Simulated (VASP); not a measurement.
# MoS2 in VASP: a series of runs

The runs below take MoS2 through single point, with r2SCAN, PBE.

Everything below comes from runs of VASP 6.6.1. Logs are shortened: lines on timing, memory, paths and dates and some standing lists are left out, and cuts for length are marked.

### Step 1. The cell of the first run

Symmetry: R3m, No. 160, trigonal system. The conventional cell has a = 3.175 Å, b = 3.175 Å, c = 19.533 Å, α = 90.00°, β = 90.00°, γ = 120.00°. Within 3.2 Å of Mo (site symmetry 3m) lie 6 S at 2.41 Å and 6 Mo at 3.18 Å. S (site symmetry 3m) has 3 Mo at 2.41 Å and 7 S at 3.12 to 3.18 Å within 3.2 Å. S (site symmetry 3m) has 3 Mo at 2.41 Å and 7 S at 3.12 to 3.18 Å within 3.2 Å.

### Step 2. Single point, r2SCAN (uniaxial z strain +5.1%)

The input, POSCAR:

```
MoS2
1.0
    1.5875903418      0.9165957112      6.5110572184
   -1.5875903418      0.9165957112      6.5110572184
    0.0000000000     -1.8331914224      6.5110572184
Mo S
1 2
Direct
    0.0001053484      0.0001053484      0.0001053484
    0.2536871627      0.2536871627      0.2536871627
    0.4132074889      0.4132074889      0.4132074889
```

The input, INCAR.step1:

```
SYSTEM = MoS2
PREC = Accurate ; ENCUT = 520
ISMEAR = 0 ; SIGMA = 0.01
LREAL = .False. ; LASPH = .True.
NELM = 60 ; NBANDS = 20
GGA = PE ; ALGO = Normal
EDIFF = 1E-4 ; LWAVE = .True.
LCHARG = .False.
```

The input, INCAR.step2:

```
SYSTEM = MoS2
PREC = Accurate ; ENCUT = 520
EDIFF = 1E-7 ; ISMEAR = 0
SIGMA = 0.01 ; LREAL = .False.
LASPH = .True. ; NELM = 60
ALGO = Normal ; ISIF = 2
LWAVE = .False. ; LCHARG = .False.
METAGGA = R2SCAN ; LMIXTAU = .True.
NBANDS = 20 ; ISTART = 1
```

The input, KPOINTS:

```
regular mesh
0
Gamma
  10 10 10
  0 0 0
```

Potentials or basis: VASP PAW PBE potentials, release 64 (Mo_sv, S).

The run is started by

```console
$ cat potpaw_PBE.64/Mo_sv/POTCAR potpaw_PBE.64/S/POTCAR > POTCAR
$ cp INCAR.step1 INCAR
$ mpirun -np 1 vasp_std > vasp.out
$ cp INCAR.step2 INCAR
$ mpirun -np 1 vasp_std > vasp.out
```

OUTCAR:

```text
SYSTEM = MoS2
   PREC = Accurate
   ENCUT = 520
   EDIFF = 1E-7
   ISMEAR = 0
   LREAL = .False.
   LASPH = .True.
   NELM = 60
   ISIF = 2
   METAGGA = R2SCAN
   ISTART = 1

 ion  position               nearest neighbor table
   1  0.000  0.000  0.000-   2 2.41   2 2.41   2 2.41   3 2.41   3 2.41   3 2.41
   2  0.254  0.254  0.254-   1 2.41   1 2.41   1 2.41
   3  0.413  0.413  0.413-   1 2.41   1 2.41   1 2.41

  LATTYP: Found a trigonal (rhomboedric) cell.
 ALAT       =     6.7642040842
 COS(alpha) =     0.8898274282

  Lattice vectors:

 A1 = (   1.5875903418,   0.9165957112,   6.5110572184)
 A2 = (  -1.5875903418,   0.9165957112,   6.5110572184)
 A3 = (   0.0000000000,  -1.8331914224,   6.5110572184)

Analysis of symmetry for initial positions (statically):
=====================================================================
 Subroutine PRICEL returns:
 Original cell was already a primitive cell.

 Routine SETGRP: Setting up the symmetry group for a
 trigonal (rhombohedral) supercell.

 Subroutine GETGRP returns: Found  6 space group operations
 (whereof  6 operations were pure point group operations)
 out of a pool of 12 trial point group operations.

The static configuration has the point symmetry C_3v.

Analysis of symmetry for dynamics (positions and initial velocities):
=====================================================================
 Subroutine PRICEL returns:
 Original cell was already a primitive cell.

 Routine SETGRP: Setting up the symmetry group for a
 trigonal (rhombohedral) supercell.

 Subroutine GETGRP returns: Found  6 space group operations
 (whereof  6 operations were pure point group operations)
 out of a pool of 12 trial point group operations.

The dynamic configuration has the point symmetry C_3v.

 Subroutine INISYM returns: Found  6 space group operations
 (whereof  6 operations are pure point group operations),
 and found     1 'primitive' translations

----------------------------------------------------------------------------------------

                                     Primitive cell

  volume of cell :      56.8485

  direct lattice vectors                    reciprocal lattice vectors
     1.587590342  0.916595711  6.511057218     0.314942707  0.181832257  0.051194963
    -1.587590342  0.916595711  6.511057218    -0.314942707  0.181832257  0.051194963
     0.000000000 -1.833191422  6.511057218     0.000000000 -0.363664513  0.051194963

  length of vectors
     6.764204084  6.764204084  6.764204084     0.367250327  0.367250327  0.367250327

  position of ions in fractional coordinates (direct lattice)
     0.000105348  0.000105348  0.000105348
     0.253687163  0.253687163  0.253687163
     0.413207489  0.413207489  0.413207489

  ion indices of the primitive-cell ions
   primitive index   ion index
                 1           1
                 2           2
                 3           3

----------------------------------------------------------------------------------------

 KPOINTS: regular mesh

Automatic generation of k-mesh.
 Grid dimensions read from file:
 generate k-points for:   10   10   10

 Generating k-lattice:

  Cartesian coordinates                     Fractional coordinates (reciprocal lattice)
     0.031494271  0.018183226  0.005119496     0.100000000  0.000000000  0.000000000
    -0.031494271  0.018183226  0.005119496     0.000000000  0.100000000  0.000000000
     0.000000000 -0.036366451  0.005119496     0.000000000  0.000000000  0.100000000

  Length of vectors
     0.036725033  0.036725033  0.036725033

  Shift w.r.t. Gamma in fractional coordinates (k-lattice)
     0.000000000  0.000000000  0.000000000

 Subroutine IBZKPT returns following result:
 ===========================================

 Found    116 irreducible k-points:

 Following reciprocal coordinates:
            Coordinates               Weight
  0.000000  0.000000  0.000000      1.000000
  0.100000 -0.000000  0.000000      6.000000
  0.200000 -0.000000  0.000000      6.000000
  0.300000  0.000000 -0.000000      6.000000
  0.400000  0.000000  0.000000      6.000000
  0.500000  0.000000  0.000000      3.000000
[... 16 lines left out ...]
  0.300000  0.300000 -0.000000      6.000000
  0.400000  0.300000 -0.000000     12.000000
 [... further k-points ...]
   k-points           NKPTS =    116   k-points in BZ     NKDIM =    116   number of bands    NBANDS=     20
   number of dos      NEDOS =    301   number of ions     NIONS =      3
   total plane-waves  NPLWV = 125000
   dimension x,y,z NGX =    50 NGY =   50 NGZ =   50
   dimension x,y,z NGXF=   100 NGYF=  100 NGZF=  100
   ions per type =               1   2
   NGX,Y,Z   is equivalent  to a cutoff of  12.29, 12.29, 12.29 a.u.
   NGXF,Y,Z  is equivalent  to a cutoff of  24.58, 24.58, 24.58 a.u.
 SYSTEM =  MoS2
   PREC   = accura    normal or accurate (medium, high low for compatibility)
   ISTART =      1    job   : 0-new  1-cont  2-samecut
   ICHARG =      0    charge: 1-file 2-atom 10-const
   ISPIN  =      1    spin polarized calculation?
   LNONCOLLINEAR =      F non collinear calculations
   LSORBIT =      F    spin-orbit coupling
   LASPH  =      T    aspherical Exc in radial PAW
   ENCUT  =  520.0 eV  38.22 Ry    6.18 a.u.  12.58 12.58 12.58*2*pi/ulx,y,z
   NELM   =     60;   NELMIN=  2; NELMDL=  0     # of ELM steps
   EDIFF  = 0.1E-06   stopping-criterion for ELM
   LREAL  =      F    real-space projection
   EDIFFG = 0.1E-05   stopping-criterion for IOM
   NSW    =      0    number of steps for IOM
   IBRION =     -1    ionic relax: 0-MD 1-quasi-New 2-CG
   NFREE  =      0    steps in history (QN), initial steepest desc. (CG)
   ISIF   =      2    stress and relaxation
   ISYM   =      2    0-nonsym 1-usesym 2-fastsym
   POTIM  = 0.5000    time-step for ionic-motion
   TEBEG  =    0.0;   TEEND  =   0.0 temperature during run
   PSTRESS=    0.0 pullay stress
   NELECT =      26.0000    total number of electrons
   NUPDOWN=      -1.0000    fix difference up-down
   EMIN   =  10.00;   EMAX   =-10.00  energy-range for DOS
   EFERMI =   0.00;   METHOD = LEGACY
   ISMEAR =     0;   SIGMA  =   0.01  broadening in eV -4-tet -1-fermi 0-gaus
   EFERMI_NEDOS =   21; number of points for ismear=-14 and -15
   IALGO  =     38    algorithm
   IMIX   =      4    mixing-type and parameters
     AMIX     =   0.40;   BMIX     =  1.00
     AMIX_MAG =   1.60;   BMIX_MAG =  1.00
  volume/ion in A,a.u.               =      18.95       127.88
  Fermi-wavevector in a.u.,A,eV,Ry     =   1.261323  2.383555 21.645990  1.590935
  Thomas-Fermi vector in A             =   2.394788
   LORBIT       =      0    0 simple, 1 ext, 2 COOP (PROOUT), +10 PAW based schemes
   METAGGA = R2SCAN    functional components
   LHFCALC =     F    Hartree Fock is set to
   AEXX    =    0.0000 exact exchange contribution
   IVDW    =     0    specifies the selected vdW correction
   LEPSILON=     F    determine dielectric tensor
   LRPA    =     F    only Hartree local field effects (RPA)
 non-spin polarized calculation
 Gauss-broadening in eV      SIGMA  =   0.01
  energy-cutoff  :      520.00
  volume of cell :       56.85
 maximum number of plane-waves:      1548
   NGX = 25   NGY = 25   NGZ = 25

 number of electron      26.0000000 magnetization

 Free energy of the ion-electron system (eV)
  ---------------------------------------------------
  ext. energy  EPLUGINS =         0.00000000
  ---------------------------------------------------
  free energy    TOTEN  =       -45.03950359 eV

  energy without entropy =      -45.03950359  energy(sigma->0) =      -45.03950359

 E-fermi :   6.6008     XC(G=0): -11.0565

 val. band max:        6.4740304845   @ k =   0.5000   0.5000   0.5000
 cond. band min:       7.8177158032   @ k =  -0.2000   0.2000   0.0000
 fundamental gap:      1.3436853187
 Fermi energy:         6.6008106927

 k-point     1 :       0.0000    0.0000    0.0000
  band No.  band energies     occupation
      1     -56.8564      2.00000
      2     -30.2747      2.00000
      3     -30.0536      2.00000
      4     -30.0536      2.00000
      5      -8.9258      2.00000
      6      -7.3604      2.00000
[... 12 lines left out ...]
     19      14.8260      0.00000
     20      15.6292      0.00000

 k-point     2 :       0.1000   -0.0000    0.0000
  band No.  band energies     occupation
      1     -56.8523      2.00000
      2     -30.2666      2.00000
      3     -30.0937      2.00000
      4     -30.0627      2.00000
      5      -8.7695      2.00000
      6      -7.3063      2.00000
[... 12 lines left out ...]
     19      14.9982      0.00000
     20      16.2426      0.00000

 k-point     3 :       0.2000   -0.0000    0.0000
  band No.  band energies     occupation
      1     -56.8416      2.00000
      2     -30.2455      2.00000
      3     -30.1976      2.00000
      4     -30.0864      2.00000
      5      -8.3356      2.00000
      6      -7.1566      2.00000
[... 12 lines left out ...]
     19      15.7005      0.00000
     20      16.1480      0.00000

 k-point     4 :       0.3000    0.0000   -0.0000
  band No.  band energies     occupation
      1     -56.8283      2.00000
      2     -30.3237      2.00000
      3     -30.2193      2.00000
      4     -30.1155      2.00000
      5      -7.7338      2.00000
      6      -6.9525      2.00000
[... 12 lines left out ...]
     19      14.7749      0.00000
     20      15.2911      0.00000

 k-point     5 :       0.4000    0.0000    0.0000
  band No.  band energies     occupation
      1     -56.8176      2.00000
      2     -30.4240      2.00000
      3     -30.1979      2.00000
      4     -30.1389      2.00000
      5      -7.1667      2.00000
      6      -6.7686      2.00000
[... 12 lines left out ...]
     19      14.1655      0.00000
     20      14.6567      0.00000
[... 353 lines left out ...]
      6      -6.6652      2.00000
[... 12 lines left out ...]
     19      15.1153      0.00000
     20      16.1096      0.00000

 k-point    22 :      -0.2000    0.2000    0.0000
  band No.  band energies     occupation
      1     -56.8222      2.00000
      2     -30.3450      2.00000
      3     -30.2071      2.00000
      4     -30.1666      2.00000
      5      -7.4372      2.00000
      6      -6.8297      2.00000
[... 12 lines left out ...]
     19      15.1887      0.00000
     20      16.0511      0.00000

 k-point    23 :       0.3000    0.3000   -0.0000
  band No.  band energies     occupation
      1     -56.8283      2.00000
      2     -30.3237      2.00000
      3     -30.2193      2.00000
      4     -30.1155      2.00000
      5      -7.7061      2.00000
      6      -6.9904      2.00000
[... 12 lines left out ...]
     19      15.0224      0.00000
     20      15.4920      0.00000

 k-point    24 :       0.4000    0.3000   -0.0000
  band No.  band energies     occupation
      1     -56.8209      2.00000
      2     -30.3765      2.00000
      3     -30.2045      2.00000
      4     -30.1491      2.00000
      5      -7.3250      2.00000
      6      -6.8624      2.00000
[... 12 lines left out ...]
     19      14.7093      0.00000
     20      15.5907      0.00000

 [... further k-points ...]
[... 5 lines left out ...]
  --------------------------------------------------------------------------------------
  -------------------------------------------------------------------------------------
  Total        0.2809723      0.2809723     -0.1544545      0.0000000     -0.0000000      0.0000000
  in kB        7.9187218      7.9187218     -4.3530339      0.0000000     -0.0000000      0.0000000
  external PRESSURE =       3.8281366 kB  Pullay stress =       0.0000000 kB

 VOLUME and BASIS-vectors are now :
 -----------------------------------------------------------------------------
  energy-cutoff  :      520.00
  volume of cell :       56.85
      direct lattice vectors                 reciprocal lattice vectors
     1.587590342  0.916595711  6.511057218     0.314942707  0.181832257  0.051194963
    -1.587590342  0.916595711  6.511057218    -0.314942707  0.181832257  0.051194963
     0.000000000 -1.833191422  6.511057218     0.000000000 -0.363664513  0.051194963

 POSITION                                       TOTAL-FORCE (eV/Angst)
 -----------------------------------------------------------------------------------
      0.00000      0.00000      0.00206         0.000000      0.000000      0.000460
      0.00000      0.00000      4.95531         0.000000      0.000000      0.046310
      0.00000      0.00000      8.07125         0.000000     -0.000000     -0.046770
 -----------------------------------------------------------------------------------
    total drift:                                0.000000     -0.000000      0.000052

  FREE ENERGIE OF THE ION-ELECTRON SYSTEM (eV)
  ---------------------------------------------------
  free  energy   TOTEN  =       -45.0395035950 eV

  energy  without entropy=      -45.0395035950  energy(sigma->0) =      -45.03950359
```

It took 42 min on 1 thread of Oxide Virtual Turin-like, shared host; peak memory 0.43 GiB.

What came out:

```
Free energy            : -45.0395 eV
Pressure               : 0.4 GPa
Largest force          : 0.047 eV/Å
Band gap on the k mesh : 1.34 eV (least direct gap 2.06 eV)
```

Forces in eV/Å, atoms in the order of the input:
```
Mo   0.000  0.000  0.000
S    0.000  0.000  0.046
S    0.000  0.000 -0.047
```

Stress tensor (GPa, compression positive):
```
 0.79  0.00  0.00
 0.00  0.79  0.00
 0.00  0.00 -0.44
```

Levels at points of the mesh, in eV from the valence-band top:
```
           k point  band 11  band 12  band 13  band 14  band 15  band 16
(0.00, 0.00, 0.00)    -2.16    -1.55    -0.90     2.40     2.40     2.70
(0.50, 0.00, 0.00)    -2.37    -1.57    -1.26     1.89     2.35     3.85
(0.50, 0.50, 0.00)    -2.75    -1.67    -1.13     1.87     2.44     3.49
(0.50, 0.50, 0.50)    -2.15    -2.15     0.00     2.45     2.45     2.64
```

Caveat: the cell differs from its parent crystal (uniaxial z strain +5.1%); the PAW data sets were made with another functional, which shifts forces and pressure a little. A k mesh can miss the band edges.

### Step 3. Single point, PBE (shear xy strain -4.8%)

The input, INCAR:

```
SYSTEM = MoS2
PREC = Accurate
ENCUT = 520
EDIFF = 1E-6
ISMEAR = -1
SIGMA = 0.02
LREAL = .False.
LASPH = .True.
NELM = 80
ALGO = Normal
ISIF = 2
LWAVE = .False.
LCHARG = .True.
GGA = PE
LELF = .True.
LVHAR = .True.
NBANDS = 20
```

The input, KPOINTS:

```
Automatic mesh
0
Gamma
  10 10 10
  0 0 0
```

The input, POSCAR:

```
MoS2
1.0
    1.5656837043      0.8786523020      6.1939280997
   -1.6094969793      0.9545391204      6.1939280997
    0.0438132750     -1.8331914224      6.1939280997
Mo S
1 2
Direct
    0.0032509934     -0.0026961645     -0.0002613778
    0.2484842631      0.2509532006      0.2499766788
    0.4152647435      0.4187429639      0.4172846991
```

Potentials or basis: VASP PAW PBE potentials, release 64 (Mo_sv, S).

The run is started by

```console
$ cat potpaw_PBE.64/Mo_sv/POTCAR potpaw_PBE.64/S/POTCAR > POTCAR
$ mpirun -np 1 vasp_std > vasp.out
```

It took 24 min on 1 thread of Oxide Virtual Turin-like, shared host; peak memory 0.66 GiB.

It converged, with:

* Free energy: -21.7820 eV
* Pressure: 2.5 GPa
* Largest force: 0.096 eV/Å
* Band gap on the k mesh: 0.99 eV (least direct gap 1.80 eV)

Forces in eV/Å, atoms in the order of the input:
```
Mo   0.030  0.000  0.002
S   -0.016  0.000 -0.094
S   -0.013  0.000  0.092
```

Stress tensor (GPa, compression positive):
```
1.98 3.87 0.16
3.87 2.34 0.00
0.16 0.00 3.11
```

Levels at points of the mesh, in eV from the valence-band top:
```
           k point  band 11  band 12  band 13  band 14  band 15  band 16
(0.00, 0.00, 0.00)    -2.07    -1.23    -1.11     1.92     2.20     2.22
(0.50, 0.00, 0.00)    -2.24    -1.84    -1.25     1.62     2.09     3.33
(0.00, 0.50, 0.00)    -2.39    -1.57    -1.34     1.59     2.02     3.52
(0.50, 0.50, 0.00)    -2.83    -1.76    -1.25     1.48     2.24     3.02
(0.00, 0.00, 0.50)    -2.30    -1.59    -1.40     1.51     2.13     3.38
(0.50, 0.00, 0.50)    -2.96    -1.50    -1.36     1.54     2.12     3.10
(0.00, 0.50, 0.50)    -2.73    -2.03    -1.14     1.59     2.22     2.96
(0.50, 0.50, 0.50)    -2.33    -2.04     0.00     2.01     2.10     2.29
```

Caveat: the cell differs from its parent crystal (shear xy strain -4.8%). A k mesh can miss the band edges.
